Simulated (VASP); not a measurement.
The system is Te.

```
Te
1.0
     5.45158    0.00000    0.00000
    -2.72579    4.72121    0.00000
     0.00000    0.00000    3.16515
Te
3
Direct
  0.00000 0.00000 0.00000
  0.33333 0.66667 0.50000
  0.66667 0.33333 0.50000
```

This isn't the form of Te at room conditions, which is trigonal, of chains.

* Program: VASP 6.6.1
* Task: relaxation of cell and atoms
* Functional: PBEsol
* Potentials or basis: VASP PAW PBE potentials, release 64 (Te)
* Cutoff: 600 eV
* k mesh: 6 × 6 × 6
* Occupations: gaussian, width 0.1 eV
* Spin: no spin polarisation

At the start: pressure 0.5 GPa; volume 27.15 Å³/atom.

Problem. How do energy, volume and symmetry change on relaxing?

Solution. Over 5 steps the energy falls by 3.2 meV/atom and the volume is 27.46 Å³/atom (+1.1 %); space group P6/mmm (No. 191, to 0.1 Å) before and after.

The path:
```
step  energy change (eV)  largest force (eV/Å)  pressure (GPa)  volume (Å³)
   1              0.0000                0.0000            0.55        81.46
   2             -0.0042                0.0000           -0.27        82.56
   3             -0.0043                0.0000           -0.39        82.75
   4             -0.0081                0.0000           -0.18        82.56
   5             -0.0095                0.0000            0.02        82.37
```

Final structure:
```
Te
1.0
     5.53876    0.00000    0.00000
    -2.76938    4.79671    0.00000
     0.00000    0.00000    3.10030
Te
3
Direct
  0.00000 0.00000 0.00000
  0.33333 0.66667 0.50000
  0.66667 0.33333 0.50000
```

Caveat: the PAW data sets were made with another functional, which shifts forces and pressure a little.
